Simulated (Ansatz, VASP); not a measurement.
Given: the input of a run of Ansatz 0.2.0 on CaSe.

input.yaml

```yaml
crystal:
  lattice:
    - [0.0, 2.9948991977, 2.9948991977]
    - [2.9948991977, 0.0, 2.9948991977]
    - [2.9948991977, 2.9948991977, 0.0]
  atoms:
    - { symbol: Se, position: [0.5, 0.5, 0.5] }
    - { symbol: Ca, position: [0.0, 0.0, 0.0] }
kpoints:
  mp_grid: { grid: [8, 8, 8] }
scf:
  occupations: { method: fermi_dirac, width: 0.05 }
hamiltonian:
  xc: pbesol
  pseudopotentials: { kind: all_electron, lapw: { basis_error: 0.001 } }
output:
  forces: true
  stress: true
  eigenvalues: true
```

Potentials or basis: all-electron LAPW, scalar-relativistic.

Launch:

```bash
$ ansatz run input.yaml --threads 1 --pin off --max-ram 3072MiB --backend cpu --events-out ev --progress --plain --runs-dir out
```

Q: Set up the same calculation for VASP 6.6.1. Potentials there: VASP PAW PBE potentials, release 64 (Se, Ca_sv).

A: As run (the cutoff follows the program's own potentials):

The input INCAR:

```
PREC = Accurate
ENCUT = 520
EDIFF = 1E-6
ISMEAR = -1
SIGMA = 0.05
LREAL = False
LASPH = True
NELM = 100
ALGO = Normal
ISIF = 2
LWAVE = False
LCHARG = True
GGA = PS
LELF = True
LVHAR = True
NBANDS = 15
```

Contents of KPOINTS:

```
Automatic mesh
0
Gamma
  8 8 8
```

POSCAR

```
CaSe
1.0
    0.0000000000      2.9948991977      2.9948991977
    2.9948991977      0.0000000000      2.9948991977
    2.9948991977      2.9948991977      0.0000000000
Se Ca
1 1
Direct
    0.5000000000      0.5000000000      0.5000000000
    0.0000000000      0.0000000000      0.0000000000
```

Potentials or basis: VASP PAW PBE potentials, release 64 (Se, Ca_sv).

The run is started by

```bash
$ cat potpaw_PBE.64/Se/POTCAR potpaw_PBE.64/Ca_sv/POTCAR > POTCAR
$ mpirun -np 1 vasp_std > vasp.out
```

Both were run:

|  | VASP | Ansatz | Ansatz less VASP |
| --- | --- | --- | --- |
| gap on the k mesh at the Fermi level (eV) | 2.02 | 2.03 | +0.010 |
| least direct gap on the mesh (eV) | 2.93 | 2.94 | +0.009 |
| pressure (GPa) | -2.6 | -2.8 | -0.17 |

VASP's potentials were made for PBE, not for PBEsol. Ansatz ran all-electron here, and VASP with PAW potentials.
